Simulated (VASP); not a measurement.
# Tl (Fm-3m) in VASP: phonons with revPBE+D3(BJ)

Aim: the phonons of Tl with revPBE+D3(BJ).

All numbers are computed with VASP 6.6.1; they aren't measurements. Logs are shortened: lines on timing, memory, paths and dates and some standing lists are left out, and cuts for length are marked.

## 1. The cell of the first run

The structure is cubic, space group Fm-3m (No. 225). The conventional cell has a = 4.933 Å, b = 4.933 Å, c = 4.933 Å, α = 90.00°, β = 90.00°, γ = 90.00°. Tl (site symmetry m-3m) has 12 Tl at 3.49 Å within 4.6 Å.

This isn't the form of Tl at room conditions, which is hcp.

## 2. Phonons, revPBE+D3(BJ), collinear spin

INCAR reads:

```
SYSTEM = Tl
  ALGO = Normal
  EDIFF = 1E-8
  ENCUT = 520
  GGA = RE
  IBRION = 6
  ISIF = 2
  ISMEAR = -1
  ISPIN = 2
  IVDW = 12
  LASPH = .TRUE.
  LCHARG = .FALSE.
  LORBIT = 11
  LREAL = .FALSE.
  LWAVE = .FALSE.
  MAGMOM = 0.5
  NBANDS = 16
  NELM = 150
  NFREE = 2
  NSW = 1
  POTIM = 0.015
  PREC = Accurate
  SIGMA = 0.15
```

KPOINTS reads:

```
k-points
0
G
  8 8 8
  0 0 0
```

POSCAR reads:

```
Tl
1.0
    0.0000000000      2.4663412330      2.4663412330
    2.4663412330      0.0000000000      2.4663412330
    2.4663412330      2.4663412330      0.0000000000
Tl
1
Direct
    0.0000000000      0.0000000000      0.0000000000
```

Potentials or basis: VASP PAW PBE potentials, release 64 (Tl_d).

Command:

```console
$ cat potpaw_PBE.64/Tl_d/POTCAR > POTCAR
$ mpirun -np 1 vasp_std > vasp.out
```

OUTCAR:

```text
SYSTEM = Tl
   EDIFF = 1E-8
   ENCUT = 520
   GGA = RE
   IBRION = 6
   ISIF = 2
   ISMEAR = -1
   ISPIN = 2
   IVDW = 12
   LASPH = .TRUE.
   LORBIT = 11
   LREAL = .FALSE.
   NELM = 150
   NFREE = 2
   NSW = 1
   POTIM = 0.015
   PREC = Accurate
 IVDW          = 12

 ion  position               nearest neighbor table
   1  0.000  0.000  0.000-

  LATTYP: Found a face centered cubic cell.
 ALAT       =     4.9326824660

  Lattice vectors:

 A1 = (   0.0000000000,   2.4663412330,   2.4663412330)
 A2 = (   2.4663412330,   0.0000000000,   2.4663412330)
 A3 = (   2.4663412330,   2.4663412330,   0.0000000000)

Analysis of symmetry for initial positions (statically):
=====================================================================
 Subroutine PRICEL returns:
 Original cell was already a primitive cell.

 Routine SETGRP: Setting up the symmetry group for a
 face centered cubic supercell.

 Subroutine GETGRP returns: Found 48 space group operations
 (whereof 48 operations were pure point group operations)
 out of a pool of 48 trial point group operations.

The static configuration has the point symmetry O_h .

Analysis of symmetry for dynamics (positions and initial velocities):
=====================================================================
 Subroutine PRICEL returns:
 Original cell was already a primitive cell.

 Routine SETGRP: Setting up the symmetry group for a
 face centered cubic supercell.

 Subroutine GETGRP returns: Found 48 space group operations
 (whereof 48 operations were pure point group operations)
 out of a pool of 48 trial point group operations.

The dynamic configuration has the point symmetry O_h .

Analysis of structural, dynamic, and magnetic symmetry:
=====================================================================
 Subroutine PRICEL returns:
 Original cell was already a primitive cell.

 Routine SETGRP: Setting up the symmetry group for a
 face centered cubic supercell.

 Subroutine GETGRP returns: Found 48 space group operations
 (whereof 48 operations were pure point group operations)
 out of a pool of 48 trial point group operations.

The overall configuration has the point symmetry O_h .

 Subroutine INISYM returns: Found 48 space group operations
 (whereof 48 operations are pure point group operations),
 and found     1 'primitive' translations

----------------------------------------------------------------------------------------

                                     Primitive cell

  volume of cell :      30.0047

  direct lattice vectors                    reciprocal lattice vectors
     0.000000000  2.466341233  2.466341233    -0.202729449  0.202729449  0.202729449
     2.466341233  0.000000000  2.466341233     0.202729449 -0.202729449  0.202729449
     2.466341233  2.466341233  0.000000000     0.202729449  0.202729449 -0.202729449

  length of vectors
     3.487933221  3.487933221  3.487933221     0.351137706  0.351137706  0.351137706

  position of ions in fractional coordinates (direct lattice)
     0.000000000  0.000000000  0.000000000

  ion indices of the primitive-cell ions
   primitive index   ion index
                 1           1

----------------------------------------------------------------------------------------

 KPOINTS: k-points

Automatic generation of k-mesh.
 Grid dimensions read from file:
 generate k-points for:    8    8    8

 Generating k-lattice:

  Cartesian coordinates                     Fractional coordinates (reciprocal lattice)
    -0.025341181  0.025341181  0.025341181     0.125000000  0.000000000  0.000000000
     0.025341181 -0.025341181  0.025341181     0.000000000  0.125000000  0.000000000
     0.025341181  0.025341181 -0.025341181     0.000000000  0.000000000  0.125000000

  Length of vectors
     0.043892213  0.043892213  0.043892213

  Shift w.r.t. Gamma in fractional coordinates (k-lattice)
     0.000000000  0.000000000  0.000000000

 Subroutine IBZKPT returns following result:
 ===========================================

 Found     29 irreducible k-points:

 Following reciprocal coordinates:
            Coordinates               Weight
  0.000000  0.000000  0.000000      1.000000
  0.125000  0.000000  0.000000      8.000000
  0.250000  0.000000  0.000000      8.000000
  0.375000  0.000000  0.000000      8.000000
  0.500000  0.000000  0.000000      4.000000
  0.125000  0.125000  0.000000      6.000000
[... 16 lines left out ...]
  0.500000  0.250000  0.125000     48.000000
 -0.375000  0.250000  0.125000     24.000000
 [... further k-points ...]
   k-points           NKPTS =     29   k-points in BZ     NKDIM =     29   number of bands    NBANDS=     16
   number of dos      NEDOS =    301   number of ions     NIONS =      1
   total plane-waves  NPLWV =  21952
   dimension x,y,z NGX =    28 NGY =   28 NGZ =   28
   dimension x,y,z NGXF=    56 NGYF=   56 NGZF=   56
   ions per type =               1
   NGX,Y,Z   is equivalent  to a cutoff of  13.35, 13.35, 13.35 a.u.
   NGXF,Y,Z  is equivalent  to a cutoff of  26.69, 26.69, 26.69 a.u.
 SYSTEM =  Tl
   PREC   = accura    normal or accurate (medium, high low for compatibility)
   ISTART =      0    job   : 0-new  1-cont  2-samecut
   ICHARG =      2    charge: 1-file 2-atom 10-const
   ISPIN  =      2    spin polarized calculation?
   LNONCOLLINEAR =      F non collinear calculations
   LSORBIT =      F    spin-orbit coupling
   LASPH  =      T    aspherical Exc in radial PAW
   ENCUT  =  520.0 eV  38.22 Ry    6.18 a.u.   6.49  6.49  6.49*2*pi/ulx,y,z
   NELM   =    150;   NELMIN=  2; NELMDL= -5     # of ELM steps
   EDIFF  = 0.1E-07   stopping-criterion for ELM
   LREAL  =      F    real-space projection
   EDIFFG = 0.1E-06   stopping-criterion for IOM
   NSW    =     49    number of steps for IOM
   IBRION =      6    ionic relax: 0-MD 1-quasi-New 2-CG
   NFREE  =      2    steps in history (QN), initial steepest desc. (CG)
   ISIF   =      2    stress and relaxation
   ISYM   =      2    0-nonsym 1-usesym 2-fastsym
   POTIM  = 0.0150    time-step for ionic-motion
   TEBEG  =    0.0;   TEEND  =   0.0 temperature during run
   PSTRESS=    0.0 pullay stress
   NELECT =      13.0000    total number of electrons
   NUPDOWN=      -1.0000    fix difference up-down
   EMIN   =  10.00;   EMAX   =-10.00  energy-range for DOS
   EFERMI =   0.00;   METHOD = LEGACY
   ISMEAR =    -1;   SIGMA  =   0.15  broadening in eV -4-tet -1-fermi 0-gaus
   EFERMI_NEDOS =   21; number of points for ismear=-14 and -15
   IALGO  =     38    algorithm
   IMIX   =      4    mixing-type and parameters
     AMIX     =   0.40;   BMIX     =  1.00
     AMIX_MAG =   1.60;   BMIX_MAG =  1.00
  volume/ion in A,a.u.               =      30.00       202.48
  Fermi-wavevector in a.u.,A,eV,Ry     =   1.238776  2.340947 20.879038  1.534566
  Thomas-Fermi vector in A             =   2.373287
   LORBIT       =     11    0 simple, 1 ext, 2 COOP (PROOUT), +10 PAW based schemes
   GGA     = RE    functional components
   LHFCALC =     F    Hartree Fock is set to
   AEXX    =    0.0000 exact exchange contribution
   IVDW    =    12    specifies the selected vdW correction
   LEPSILON=     F    determine dielectric tensor
   LRPA    =     F    only Hartree local field effects (RPA)
 finite differences with symmetry
 spin polarized calculation
  energy-cutoff  :      520.00
  volume of cell :       30.00
 maximum number of plane-waves:       869
 NGX is ok and might be reduce to    28
   NGX = 13   NGY = 13   NGZ = 13

--------------------------------------- Ionic step        1  -------------------------------------------

 number of electron      12.9999999 magnetization       0.0003181

 number of electron      12.9999999 magnetization      -0.0000098

 Free energy of the ion-electron system (eV)
  ---------------------------------------------------
  ext. energy  EPLUGINS =         0.00000000
  ---------------------------------------------------
  free energy    TOTEN  =        -1.88406770 eV

  energy without entropy =       -1.84461339  energy(sigma->0) =       -1.86434054

------------------------ aborting loop because EDIFF is reached ----------------------------------------

 Edisp (eV)   -0.57592

 E8    (eV) :    -0.4346

  FORCE on cell =-STRESS in cart. coord.  units (eV):
  Direction    XX          YY          ZZ          XY          YZ          ZX
  --------------------------------------------------------------------------------------
  -------------------------------------------------------------------------------------
  Total      -0.13433    -0.13433    -0.13433     0.00000    -0.00000     0.00000
  in kB      -7.17285    -7.17285    -7.17285     0.00000    -0.00000     0.00000
  external pressure =       -7.17 kB  Pullay stress =        0.00 kB

 VOLUME and BASIS-vectors are now :
 -----------------------------------------------------------------------------
  energy-cutoff  :      520.00
  volume of cell :       30.00
      direct lattice vectors                 reciprocal lattice vectors
     0.000000000  2.466341233  2.466341233    -0.202729449  0.202729449  0.202729449
     2.466341233  0.000000000  2.466341233     0.202729449 -0.202729449  0.202729449
     2.466341233  2.466341233  0.000000000     0.202729449  0.202729449 -0.202729449
[... 48 lines left out ...]
  FREE ENERGIE OF THE ION-ELECTRON SYSTEM (eV)
  ---------------------------------------------------
  free  energy   TOTEN  =        -2.4599906714 eV

  energy  without entropy=       -2.4205364480  energy(sigma->0) =       -2.44026356

--------------------------------------- Ionic step        3  -------------------------------------------

 number of electron      13.0000000 magnetization      -0.0000006

 number of electron      13.0000000 magnetization       0.0000000

 Free energy of the ion-electron system (eV)
  ---------------------------------------------------
  ext. energy  EPLUGINS =         0.00000000
  ---------------------------------------------------
  free energy    TOTEN  =        -1.88406790 eV

  energy without entropy =       -1.84461367  energy(sigma->0) =       -1.86434079

 E-fermi :   6.2286     XC(G=0):  -9.8605

 val. band max:        5.7130401575   @ k =  -0.3750   0.3750   0.1250
 cond. band min:       6.3064903453   @ k =  -0.2500   0.3750   0.1250
 fundamental gap:      0.5934501878
 Fermi energy:         6.2285754927

 spin component 1

 k-point     1 :       0.0000    0.0000    0.0000
  band No.  band energies     occupation
      1      -5.4058      1.00000
      2      -5.4058      1.00000
      3      -5.4058      1.00000
      4      -5.1642      1.00000
      5      -5.1642      1.00000
      6      -3.5286      1.00000
[... 8 lines left out ...]
     15      22.4740      0.00000
     16      22.4740      0.00000
[... 419 lines left out ...]
 k-point    24 :      -0.3750    0.2500    0.1250
  band No.  band energies     occupation
      1      -5.4484      1.00000
      2      -5.4375      1.00000
      3      -5.2170      1.00000
      4      -5.1334      1.00000
      5      -4.9581      1.00000
      6       1.4422      1.00000
[... 8 lines left out ...]
     15      24.2494      0.00000
     16      27.8868      0.00000

 [... further k-points ...]

 spin component 2

 k-point     1 :       0.0000    0.0000    0.0000
  band No.  band energies     occupation
      1      -5.4058      1.00000
      2      -5.4058      1.00000
      3      -5.4058      1.00000
      4      -5.1642      1.00000
      5      -5.1642      1.00000
      6      -3.5286      1.00000
[... 8 lines left out ...]
     15      22.4740      0.00000
     16      22.4740      0.00000
[... 463 lines left out ...]
 POSITION                                       TOTAL-FORCE (eV/Angst)
 -----------------------------------------------------------------------------------
     -0.01500      0.00000      0.00000        -0.000000      0.000000     -0.000000
 -----------------------------------------------------------------------------------
    total drift:                                0.000009     -0.000000     -0.000000

  FREE ENERGIE OF THE ION-ELECTRON SYSTEM (eV)
  ---------------------------------------------------
  free  energy   TOTEN  =        -2.4599906807 eV

  energy  without entropy=       -2.4205364546  energy(sigma->0) =       -2.44026357

 INTERNAL STRAIN TENSORS FROM DISPLACED ATOMS
 ============================================

 INTERNAL STRAIN TENSOR FOR ION    1 for displacements in x,y,z  (eV/Angst):
          X           Y           Z          XY          YZ          ZX
  --------------------------------------------------------------------------------
  x     0.00000     0.00000     0.00000     0.00000     0.00000     0.00000
  y     0.00000     0.00000     0.00000     0.00000     0.00000     0.00000
  z     0.00000     0.00000     0.00000     0.00000     0.00000     0.00000

 Eigenvectors and eigenvalues of the dynamical matrix
 ----------------------------------------------------

   1 f  =    0.000000 THz     0.000000 2PiTHz    0.000000 cm-1     0.000000 meV
             X         Y         Z           dx          dy          dz
      0.000000  0.000000  0.000000     0.110432   -0.993884    0.000000

   2 f  =    0.000000 THz     0.000000 2PiTHz    0.000000 cm-1     0.000000 meV
             X         Y         Z           dx          dy          dz
      0.000000  0.000000  0.000000    -0.993884   -0.110432    0.000000

   3 f  =    0.000000 THz     0.000000 2PiTHz    0.000000 cm-1     0.000000 meV
             X         Y         Z           dx          dy          dz
      0.000000  0.000000  0.000000     0.000000    0.000000    1.000000

 ELASTIC MODULI CONTR FROM IONIC RELAXATION (kBar)
 Direction    XX          YY          ZZ          XY          YZ          ZX
 --------------------------------------------------------------------------------
 XX           0.0000      0.0000      0.0000      0.0000      0.0000      0.0000
 YY           0.0000      0.0000      0.0000      0.0000      0.0000      0.0000
 ZZ           0.0000      0.0000      0.0000      0.0000      0.0000      0.0000
 XY           0.0000      0.0000      0.0000      0.0000      0.0000      0.0000
 YZ           0.0000      0.0000      0.0000      0.0000      0.0000      0.0000
 ZX           0.0000      0.0000      0.0000      0.0000      0.0000      0.0000
 --------------------------------------------------------------------------------

 total charge

# of ion       s       p       d       tot
------------------------------------------
    1        1.186   0.376   9.640  11.202

 magnetization (x)

# of ion       s       p       d       tot
------------------------------------------
    1       -0.000   0.000   0.000   0.000
```

Wall time 1.8 min (1 thread of Intel Xeon 8259CL, shared host); peak memory 0.21 GiB.

Results:

- Net moment: 0.00 μB per cell
- Valence electrons inside the program's atomic spheres: Tl 11.20
- Dispersion energy per atom: -0.576 eV

Caveat: three body term missing; the PAW data sets were made with another functional, which shifts forces and pressure a little; spin-orbit coupling is left out, which moves the levels of the heavy elements.
